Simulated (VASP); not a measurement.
The system is SnGe2.

```
Sn Ge
1.0
     2.69656   -1.58571    0.00000
     2.69656    1.58571    0.00000
    -0.52383    0.00000    7.79245
Sn Ge
1 2
Cartesian
  2.6966 0.0000 0.0000
  4.1451 0.0000 5.1950
  0.7242 0.0000 2.5975
```

```yaml
Program: VASP 6.6.1
Task: relaxation of cell and atoms
Functional: PBE
Potentials_or_basis: VASP PAW PBE potentials, release 64 (Sn_d, Ge_d)
Cutoff: 600 eV
k_mesh: 6 × 6 × 2
Occupations: gaussian, width 0.1 eV
Spin: no spin polarisation
```

At the start: pressure 2.1 GPa; volume 22.21 Å³/atom.

How do energy, volume and symmetry change on relaxing?

Over 19 steps the energy falls by 96.1 meV/atom and the volume is 23.25 Å³/atom (+4.7 %); space group C2/m (No. 12, to 0.05 Å).

Step by step:
```
step  energy change (eV)  largest force (eV/Å)  pressure (GPa)  volume (Å³)
   1              0.0000                0.5939            2.09        66.64
   2             -0.0511                0.5675           -0.47        69.47
   3             -0.0607                0.5638           -2.00        71.46
   4             -0.1029                0.5930           -2.13        71.49
   5             -0.2193                0.4867           -2.12        71.54
   6             -0.1958                0.6815           -0.16        71.43
   7             -0.2656                0.1225           -1.61        71.53
   8             -0.2665                0.0555           -1.50        71.52
   9             -0.2807                0.0604            0.52        68.86
  10             -0.2810                0.0506            0.36        69.13
  11             -0.2852                0.0416            0.25        69.20
  12             -0.2866                0.0701            0.16        69.27
  13             -0.2866                0.0677            0.13        69.26
  14             -0.2873                0.0589            0.05        69.52
  15             -0.2872                0.0382           -0.28        70.28
  16             -0.2875                0.0434           -0.50        70.12
  17             -0.2876                0.0516           -0.30        69.82
  18             -0.2879                0.0431           -0.02        69.80
  19             -0.2882                0.0394           -0.13        69.76
```

Final structure:
```cif
data_structure
_symmetry_space_group_name_H-M 'P 1'
_symmetry_Int_Tables_number 1
_cell_length_a 3.1887
_cell_length_b 3.1887
_cell_length_c 7.8369
_cell_angle_alpha 88.338
_cell_angle_beta 88.338
_cell_angle_gamma 61.165
_cell_volume 69.76
loop_
_atom_site_label
_atom_site_type_symbol
_atom_site_fract_x
_atom_site_fract_y
_atom_site_fract_z
_atom_site_occupancy
Sn1 Sn 0.50000 0.50000 0.00000 1
Ge1 Ge 0.82518 0.82518 0.63309 1
Ge2 Ge 0.17482 0.17482 0.36691 1
```

Caveat: the k points lie up to 0.40 Å⁻¹ apart in the final cell.
